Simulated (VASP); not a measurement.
PbF2 (Fluorocronite):

```
Pb F
1.0
     0.00000    2.96366    2.96366
     2.96366    0.00000    2.96366
     2.96366    2.96366    0.00000
Pb F
1 2
Direct
  0.00000 0.00000 0.00000
  0.75000 0.75000 0.75000
  0.25000 0.25000 0.25000
```

- Program: VASP 6.6.1
- Task: relaxation of cell and atoms
- Functional: revPBE
- Potentials or basis: VASP PAW PBE potentials, release 64 (Pb_d, F)
- Cutoff: 600 eV
- k mesh: 8 × 8 × 8
- Occupations: fermi-dirac, width 0.05 eV
- Spin: no spin polarisation

At the start: pressure 4.8 GPa; volume 17.35 Å³/atom.

**Question.** Where does the relaxation end?

**Answer.** Over 3 steps the energy falls by 17.7 meV/atom and the volume is 18.60 Å³/atom (+7.2 %); space group Fm-3m (No. 225, to 0.05 Å).

Step by step:
```csv
step,energy change (eV),largest force (eV/Å),pressure (GPa),volume (Å³)
1,0.0000,0.0000,4.85,52.06
2,-0.0528,0.0000,-0.32,56.12
3,-0.0531,0.0000,0.01,55.81
```

Final structure:
```cif
data_structure
_symmetry_space_group_name_H-M 'P 1'
_symmetry_Int_Tables_number 1
_cell_length_a 4.2894
_cell_length_b 4.2894
_cell_length_c 4.2894
_cell_angle_alpha 60.000
_cell_angle_beta 60.000
_cell_angle_gamma 60.000
_cell_volume 55.81
loop_
_atom_site_label
_atom_site_type_symbol
_atom_site_fract_x
_atom_site_fract_y
_atom_site_fract_z
_atom_site_occupancy
Pb1 Pb 0.00000 0.00000 0.00000 1
F1 F 0.75000 0.75000 0.75000 1
F2 F 0.25000 0.25000 0.25000 1
```

Caveat: the PAW data sets were made with another functional, which shifts forces and pressure a little.
